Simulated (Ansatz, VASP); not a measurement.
# One calculation of Rb, two programs

The input INCAR:

```
SYSTEM = Rb
ALGO     = Normal         ! electronic algorithm
EDIFF    = 1E-6           ! SCF threshold, eV
ENCUT    = 520            ! plane-wave cutoff, eV
GGA      = PE             ! functional
ISIF     = 2              ! what is computed and relaxed
ISMEAR   = 0              ! smearing method
LASPH    = .True.         ! aspherical terms in the spheres
LCHARG   = .False.        ! write CHGCAR
LREAL    = .False.        ! projectors in reciprocal space
LWAVE    = .False.        ! write WAVECAR
NBANDS   = 10             ! bands
NELM     = 100            ! most SCF steps
PREC     = Accurate       ! precision mode
SIGMA    = 0.15           ! smearing width, eV
```

KPOINTS

```
k-points
0
Gamma
  12 12 12
  0 0 0
```

Contents of POSCAR:

```
Rb
1.0
   -2.6937600000      2.6937600000      2.5815200000
    2.6937600000     -2.6937600000      2.5815200000
    2.6937600000      2.6937600000     -2.5815200000
Rb
1
Direct
    0.0000000000      0.0000000000      0.0000000000
```

Input for Ansatz:

```yaml
crystal:
  lattice:
    - [-2.69376, 2.69376, 2.58152]
    - [2.69376, -2.69376, 2.58152]
    - [2.69376, 2.69376, -2.58152]
  atoms:
    - { symbol: Rb, position: [0.0, 0.0, 0.0] }
basis:
  ecutwfc: 420
kpoints:
  mp_grid: { grid: [12, 12, 12] }
hamiltonian:
  xc: pbe
scf:
  occupations: { method: gaussian, width: 0.15 }
output:
  forces: true
  stress: true
  eigenvalues: true
```

Change from the starting cell: strain -0.040 along x and y, -0.080 along z, atoms carried along.

Alike in both runs: task single point; functional PBE; k mesh 12 × 12 × 12; occupations gaussian, width 0.15 eV; no spin polarisation.

|  | VASP | Ansatz |
| --- | --- | --- |
| version | VASP 6.6.1 | Ansatz 0.2.0 |
| potentials or method | VASP PAW PBE potentials, release 64 (Rb_sv), cutoff 520 eV | scalar-relativistic, plane waves, PAW |
| valence electrons in the cell | 9 | 9 |

```tsv
	VASP	Ansatz	Ansatz less VASP
gap on the k mesh at the Fermi level (eV)	none	none	-
pressure (GPa)	0.8	0.8	0.00
```

A gap of «none» marks a metal or a gap that the smearing closes.
